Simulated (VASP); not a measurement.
A run of VASP 6.6.1 is set up as follows.

The input INCAR:

```
ALGO = Normal
EDIFF = 1E-6
ENCUT = 520
GGA = PE
ISIF = 2
ISMEAR = 0
LASPH = True
LCHARG = True
LELF = True
LREAL = False
LVHAR = True
LWAVE = False
NBANDS = 46
NELM = 60
PREC = Accurate
SIGMA = 0.02
```

File KPOINTS:

```
k-points
0
Gamma
  9 9 3
```

The input POSCAR:

```
NaF
1.0
    3.2919918787      0.0000000000      0.0000000000
   -1.6459959394      2.8509485960      0.0000000000
    0.0000000000      0.0000000000     13.9287626333
Na F
5 5
Direct
    0.0000000000      0.0000000000     -0.0029563672
    0.3333333333      0.6666666667      0.2029563672
    0.0000000000      0.0000000000      0.4039624605
    0.6666666667      0.3333333333      0.6000000000
    0.3333333333      0.6666666667      0.7960375395
    0.6666666667      0.3333333333      0.1000000000
    0.6666666667      0.3333333333      0.3057732219
    0.3333333333      0.6666666667      0.5019838162
    0.0000000000      0.0000000000      0.6980161838
    0.6666666667      0.3333333333      0.8942267781
```

Potentials or basis: VASP PAW PBE potentials, release 64 (Na_pv, F).

The run is started by

```sh
$ cat potpaw_PBE.64/Na_pv/POTCAR potpaw_PBE.64/F/POTCAR > POTCAR
$ mpirun -np 1 vasp_std > vasp.out
```

(1) What does it give for the pressure?

(2) Predict the band gap on the k mesh.

Results:

(1) -0.1 GPa.

(2) 5.79 eV.

Caveat: an odd mesh through Γ misses points on the zone boundary, where band edges can lie.
